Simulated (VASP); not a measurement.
**Sn: single point with PBE**

The system is Sn.

```
CELL_PARAMETERS angstrom
0.00000 3.05423 3.66507
3.05423 0.00000 3.66507
3.05423 3.05423 0.00000
ATOMIC_POSITIONS crystal
Sn 0.50000 0.50000 0.50000
Sn 0.75000 0.75000 0.75000
```

This cell differs from its parent crystal: ratio of the length along z to the lengths across it x 1.2, volume and fractional coordinates fixed.

| Property | Result |
| --- | --- |
| Program | VASP 6.6.1 |
| Task | single point |
| Functional | PBE |
| Potentials or basis | VASP PAW PBE potentials, release 64 (Sn_d) |
| Cutoff | 520 eV |
| k mesh | 14 × 14 × 14 |
| Occupations | gaussian, width 0.15 eV |
| Spin | no spin polarisation |

```json
{"Pressure": "3.0 GPa", "Band gap on the k mesh": "zero (band 14 reaches 6.21 eV, above the bottom of band 15 at 5.30 eV)"}
```

Stress tensor (GPa, compression positive):
```
 5.09  0.00  0.00
 0.00  5.09  0.00
 0.00  0.00 -1.23
```

Levels at points of the mesh, in eV from the Fermi level:
```csv
k point,band 12,band 13,band 14,band 15,band 16,band 17
"(0.00, 0.00, 0.00)",-1.07,-0.99,0.45,0.45,1.93,1.93
"(0.50, 0.00, 0.00)",-6.39,-1.89,-0.54,-0.47,3.20,3.53
"(0.50, 0.50, 0.00)",-8.03,-1.82,-1.82,1.53,1.53,7.28
"(0.50, 0.00, 0.50)",-7.35,-2.80,-2.80,0.34,0.34,6.51
```

It took 4.9 min on 1 thread of Intel Xeon 6975P-C, on a shared host, peak memory 0.4 GiB.

Caveat: spin-orbit coupling is left out, which moves the levels of the heavy elements.
